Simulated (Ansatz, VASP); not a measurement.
One calculation of Zr, two programs

```
Zr
1.0
    -1.77932    1.77932    1.77932
     1.77932   -1.77932    1.77932
     1.77932    1.77932   -1.77932
Zr
1
Direct
  0.00000 0.00000 0.00000
```

Change from the starting cell: volume scaled by 0.95, PAW files.

Alike in both runs: task electric field gradients; functional PBEsol; k mesh 14 × 14 × 14; occupations fermi-dirac, width 0.08 eV; no spin polarisation.

```csv
,VASP,Ansatz
version,VASP 6.6.1,Ansatz 0.2.0
potentials or method,"VASP PAW PBE potentials, release 64 (Zr_sv)","PAW with Ansatz's default frozen-core files, scalar-relativistic"
plane-wave cutoff (eV),520,420
valence electrons in the cell,12,12
```

```tsv
	VASP	Ansatz	Ansatz less VASP
pressure (GPa)	-2.7	-2.8	-0.07
```

VASP's potentials were made for PBE, not for PBEsol.
